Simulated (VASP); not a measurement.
## Si: single point with LDA

The system is Si.

```
CELL_PARAMETERS angstrom
0.00000 2.54018 2.83332
2.54018 0.00000 2.83332
2.54018 2.54018 0.00000
ATOMIC_POSITIONS crystal
Si 0.50000 0.50000 0.50000
Si 0.75000 0.75000 0.75000
```

This cell differs from its parent crystal: volume 18.282 Å^3 an atom, c/a of the conventional cell 1.1154.

```
Program             : VASP 6.6.1
Task                : single point
Functional          : LDA
Potentials or basis : VASP PAW LDA potentials, release 64 (Si)
Cutoff              : 520 eV
k mesh              : 12 × 12 × 12
Occupations         : gaussian, width 0.05 eV
Spin                : no spin polarisation
```

```yaml
Pressure: 7.9 GPa
Band_gap_on_the_k_mesh: zero (band 4 reaches 7.06 eV, above the bottom of band 5 at 6.75 eV)
```

Stress tensor (GPa, compression positive):
```
11.98  0.00  0.00
 0.00 11.98  0.00
 0.00  0.00 -0.23
```

Levels at points of the mesh, in eV from the Fermi level:
```
           k point  band 1  band 2  band 3  band 4  band 5  band 6  band 7  band 8
(0.00, 0.00, 0.00)  -12.78   -0.78    0.13    0.13    2.32    2.32    2.67    3.84
(0.50, 0.00, 0.00)  -10.18   -7.61   -2.05   -0.83    1.02    3.21    3.57    7.60
(0.50, 0.50, 0.00)   -8.78   -8.78   -2.63   -2.63    0.88    0.88   10.68   10.68
(0.50, 0.00, 0.50)   -8.04   -8.04   -3.53   -3.53   -0.03   -0.03    9.26    9.26
```

It took 31 s on 1 thread of Intel(R) Xeon(R) Platinum 8375C CPU @ 2.90GHz (Ice Lake), with other jobs on the host, peak memory 0.16 GiB.
